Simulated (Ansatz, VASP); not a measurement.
**Hf: VASP beside Ansatz**

```
Hf
1.0
     3.19670    0.00000    0.00000
    -1.59835    2.76842    0.00000
     0.00000    0.00000    5.05780
Hf
2
Direct
  0.66667 0.33333 0.75000
  0.33333 0.66667 0.25000
```

Alike in both runs: task relaxation of cell and atoms; functional revPBE; k mesh 10 × 10 × 5; occupations fermi-dirac, width 0.05 eV; no spin polarisation.

|  | VASP | Ansatz |
| --- | --- | --- |
| version | VASP 6.6.1 | Ansatz 0.2.0 |
| potentials or method | VASP PAW PBE potentials, release 64 (Hf_pv) | Ansatz PAW |
| plane-wave cutoff (eV) | 600 | 420 |
| valence electrons in the cell | 20 | 52 |

VASP gave:

```
gap on the k mesh at the Fermi level, each at its own relaxed structure (eV) : none
relaxed volume (Å³/atom)                                                     : 22.84
relaxed cell length with the largest relative difference (Å)                 : 5.080
```

**Question.** Estimate Ansatz's values.

**Answer.** gap on the k mesh at the Fermi level, each at its own relaxed structure (eV): none; relaxed volume (Å³/atom): 22.95; relaxed cell length with the largest relative difference (Å): 5.089.

VASP's potentials were made for PBE, not for revPBE. A gap of «none» marks a metal or a gap that the smearing closes. VASP's potentials hold 20 valence electrons a cell and Ansatz's 52, so a difference there can come from the potentials and not from the codes.

Spin-orbit coupling is off throughout. Noted on Ansatz's run: the plane-wave basis is chosen anew once the cell has moved, so the energies of steps on either side of that aren't comparable.
